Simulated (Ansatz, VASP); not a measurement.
As: VASP beside Ansatz

The input INCAR:

```
PREC = Accurate
ENCUT = 520
EDIFF = 1E-7
ISMEAR = 0
SIGMA = 0.02
LREAL = F
LASPH = T
NELM = 60
ALGO = Normal
ISIF = 2
LWAVE = F
LCHARG = F
LDIPOL = T
IDIPOL = 3
DIPOL = 0.5 0.5 0.500
GGA = PE
NBANDS = 12
```

File KPOINTS:

```
Automatic mesh
0
Gamma
  9 9 1
```

POSCAR

```
As
1.0
    3.5550000000      0.0000000000      0.0000000000
   -1.7775000000      3.0787203105      0.0000000000
    0.0000000000      0.0000000000     28.0000000000
As
2
Direct
    0.3333333333      0.6666666667      0.5372500000
    0.6666666667      0.3333333333      0.4627500000
```

Input for Ansatz:

```yaml
crystal:
  lattice:
    - [3.555, 0.0, 0.0]
    - [-1.7775, 3.0787203105, 0.0]
    - [0.0, 0.0, 28.0]
  atoms:
    - { symbol: As, position: [0.3333333333, 0.6666666667, 0.53725] }
    - { symbol: As, position: [0.6666666667, 0.3333333333, 0.46275] }
  periodic: [true, true, false]
basis:
  ecutwfc: 420
kpoints:
  mp_grid: { grid: [9, 9, 1] }
hamiltonian:
  xc: pbe
scf:
  occupations: { method: gaussian, width: 0.02 }
output:
  forces: true
  stress: true
  eigenvalues: true
```

Alike in both runs: task single point; functional PBE; k mesh 9 × 9 × 1; occupations gaussian, width 0.02 eV; no spin polarisation.

|  | VASP | Ansatz |
| --- | --- | --- |
| version | VASP 6.6.1 | Ansatz 0.2.0 |
| potentials or method | VASP PAW PBE potentials, release 64 (As), cutoff 520 eV | scalar-relativistic, plane waves, PAW |
| valence electrons in the cell | 10 | 30 |

```csv
,VASP,Ansatz,Ansatz less VASP
gap on the k mesh at the Fermi level (eV),none,none,-
rms of the force components (eV/Å),1.830,1.831,+0.0008
```

Atom by atom the forces differ by 0.001 eV/Å (rms over components). A gap of «none» marks a metal or a gap that the smearing closes. VASP's potentials hold 10 valence electrons a cell and Ansatz's 30, so a difference there can come from the potentials and not from the codes.
